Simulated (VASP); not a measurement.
The system is NaI.

```
CELL_PARAMETERS angstrom
0.00000 3.54319 3.54319
3.54319 0.00000 3.54319
3.54319 3.54319 0.00000
ATOMIC_POSITIONS crystal
Na 0.00000 0.00000 0.00000
I 0.25000 0.25000 0.25000
```

Base run:

* Program: VASP 6.6.1
* Functional: r2SCAN
* Potentials or basis: VASP PAW PBE potentials, release 64 (Na_pv, I)
* Cutoff: 520 eV
* k mesh: 6 × 6 × 6
* Occupations: gaussian, width 0.01 eV
* Spin: no spin polarisation

Its results: band gap on the k mesh 4.42 eV, direct; pressure -0.1 GPa.

Problem. The run is repeated on the same cell with these changes: functional from r2SCAN to PBE. What comes out?

Solution. Band gap on the k mesh 3.82 eV, direct; pressure 0.4 GPa.

r2SCAN gives the wider gap, since meta-GGAs in the generalised Kohn-Sham scheme recover part of the derivative discontinuity.

Caveats: spin-orbit coupling is left out, which moves the levels of the heavy elements; the PAW data sets were made with another functional, which shifts forces and pressure a little (some runs).

